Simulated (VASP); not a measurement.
Runs of VASP 6.6.1 on CaO. The structure is that of space group Fm-3m (No. 225), or close to it. The cells are those of the table. 

```tsv
task	potentials or basis	cell	cutoff (eV)	second run	gap on the mesh (eV)	pressure (GPa)
single point	VASP PAW LDA potentials, release 64 (Ca_sv, O)	a = 3.321 Å, angles 60.3°, 2 atoms	520	-	3.40	1.0
single point	VASP PAW LDA potentials, release 64 (Ca_sv, O)	a = 3.329 Å, angles 60.0°, 2 atoms	520	-	3.42	1.0
single point	VASP PAW LDA potentials, release 64 (Ca_sv, O)	a = 3.312 Å, angles 60.0°, 2 atoms	520	-	3.41	3.1
relaxation of the atoms	VASP PAW LDA potentials, release 64 (Ca_sv, O)	atoms relaxed from a = 3.321 Å, angles 60.3°, 2 atoms	520	-	3.40	1.0
single point	VASP PAW LDA potentials, release 64 (Ca_sv, O)	a = 3.346 Å, angles 60.0°, 2 atoms	520	-	3.43	-0.9
single point	VASP PAW LDA potentials, release 64 (Ca_sv, O_h)	a = 3.329 Å, angles 60.0°, 2 atoms	910	hard_potentials	3.42	(b)
single point	VASP PAW LDA potentials, release 64 (Ca_sv, O)	a = 3.337, b = 3.337, c = 3.329 Å, angles 60.1, 60.1, 59.8°, 2 atoms	520	-	3.41	0.4
single point	VASP PAW LDA potentials, release 64 (Ca_sv, O)	a = 3.321, b = 3.321, c = 3.329 Å, angles 59.9, 59.9, 60.2°, 2 atoms	520	-	3.39	(a)
relaxation of the atoms	VASP PAW LDA potentials, release 64 (Ca_sv, O)	atoms relaxed from a = 3.337 Å, angles 59.7°, 2 atoms	520	-	3.41	1.0
```

Alike in all rows: level LDA; no spin polarisation; k mesh 8 × 8 × 8; smearing gaussian 0.01 eV.

Fill in the values left out.

(a) 1.7; (b) 0.8.

Caveats: the relaxation stopped at its first step, so nothing moved (some runs); the cutoff is under 1.25 times the usual one of these potentials, so pressure, stress and relaxed cells hold a basis-set (Pulay) error (some runs).

A k mesh can miss the band edges.
